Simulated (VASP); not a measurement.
Si, 2 atoms in the cell. Symmetry: Fd-3m, No. 227, cubic system. The conventional cell has a = 5.470 Å, b = 5.470 Å, c = 5.470 Å, α = 90.00°, β = 90.00°, γ = 90.00°. Within 3.1 Å of Si (site symmetry -43m) lie 4 Si at 2.37 Å. 

```yaml
Program: VASP 6.6.1
Task: vibrations by perturbation theory
Functional: PBE
Potentials_or_basis: VASP PAW PBE potentials, release 64 (Si)
Cutoff: 520 eV
k_mesh: 10 × 10 × 10
Occupations: gaussian, width 0.01 eV
Spin: no spin polarisation
Dipole_correction: no
Further_INCAR_settings: ALGO = Normal; EDIFF = 1e-08; NBANDS = 11; IBRION = 8; NSW = 1
```

Potentials or basis: VASP PAW PBE potentials, release 64 (Si).

The run is started by

```console
$ cat potpaw_PBE.64/Si/POTCAR > POTCAR
$ mpirun -np 1 vasp_std > vasp.out
```

Hardware: 1 thread of AMD EPYC 9R45 96-Core Processor (Zen 5), with other jobs on the host.

**Question.** How long does it take, and how much memory?

**Answer.** It took 3.9 min on 1 thread of AMD EPYC 9R45 96-Core Processor (Zen 5), on a shared host, peak memory 0.27 GiB. Counts: scf iterations 119, k points 47.
